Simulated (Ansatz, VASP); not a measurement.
## One calculation of Sc2Br, two programs

INCAR

```
SYSTEM = Sc2Br
PREC     = Accurate       ! precision mode
ENCUT    = 600            ! plane-wave cutoff, eV
EDIFF    = 1E-7           ! SCF threshold, eV
ISMEAR   = 0              ! smearing method
SIGMA    = 0.1            ! smearing width, eV
LREAL    = .FALSE.        ! projectors in reciprocal space
LASPH    = .TRUE.         ! aspherical terms in the spheres
NELM     = 60             ! most SCF steps
ALGO     = Normal         ! electronic algorithm
ISIF     = 3              ! what is computed and relaxed
LWAVE    = .FALSE.        ! write WAVECAR
LCHARG   = .FALSE.        ! write CHGCAR
GGA      = PE             ! functional
IBRION   = 2              ! ionic algorithm
NSW      = 90             ! ionic steps
EDIFFG   = -0.04          ! ionic threshold
```

The input KPOINTS:

```
Automatic mesh
0
G
  4 4 4
  0 0 0
```

POSCAR

```
Sc2Br
1.0
   -3.4800025385      3.4800025385      3.0291169178
    3.4800025385     -3.4800025385      3.0291169178
    3.4800025385      3.4800025385     -3.0291169178
Sc Br
4 2
Direct
    0.4137186480      0.1567385558      0.2569800922
    0.8997584636      0.1567385558      0.7430199078
    0.8432614442      0.5862813520      0.7430199078
    0.8432614442      0.1002415364      0.2569800922
    0.6666666667      0.6666666667      0.0000000000
    0.3333333333      0.3333333333      0.0000000000
```

Input for Ansatz:

```yaml
crystal:
  lattice:
    - [-3.4800025385, 3.4800025385, 3.0291169178]
    - [3.4800025385, -3.4800025385, 3.0291169178]
    - [3.4800025385, 3.4800025385, -3.0291169178]
  atoms:
    - { symbol: Sc, position: [0.413718648, 0.1567385558, 0.2569800922] }
    - { symbol: Sc, position: [0.8997584636, 0.1567385558, 0.7430199078] }
    - { symbol: Sc, position: [0.8432614442, 0.586281352, 0.7430199078] }
    - { symbol: Sc, position: [0.8432614442, 0.1002415364, 0.2569800922] }
    - { symbol: Br, position: [0.6666666667, 0.6666666667, 0.0] }
    - { symbol: Br, position: [0.3333333333, 0.3333333333, 0.0] }
basis:
  ecutwfc: 420
kpoints:
  mp_grid: { grid: [4, 4, 4] }
hamiltonian:
  xc: pbe
scf:
  occupations: { method: gaussian, width: 0.1 }
  lower_state_search: "off"
output:
  forces: true
  stress: true
  eigenvalues: true
relax:
  adjacent_minimum: "off"
  f_tol: 0.04
  max_steps: 70
  cell: { stress_tol: 0.4 }
```

Alike in both runs: task relaxation of cell and atoms; functional PBE; k mesh 4 × 4 × 4; occupations gaussian, width 0.1 eV; no spin polarisation.

```csv
,VASP,Ansatz
version,VASP 6.6.1,Ansatz 0.2.0
potentials or method,"VASP PAW PBE potentials, release 64 (Sc_sv, Br), cutoff 600 eV","scalar-relativistic, plane waves, PAW"
valence electrons in the cell,58,58
```

VASP gave:

* gap on the k mesh at the Fermi level, each at its own relaxed structure (eV): none
* relaxed volume (Å³/atom): 29.64
* relaxed length of the cell vector where the two differ most in proportion (Å): 6.211

Q: What did Ansatz give for the same quantities?

A: gap on the k mesh at the Fermi level, each at its own relaxed structure (eV): none; relaxed volume (Å³/atom): 29.56; relaxed length of the cell vector where the two differ most in proportion (Å): 6.203.

A gap of «none» marks a metal or a gap that the smearing closes.

Noted on VASP's run: the volume moved by over 15 % at a fixed basis, so the end points are rough.
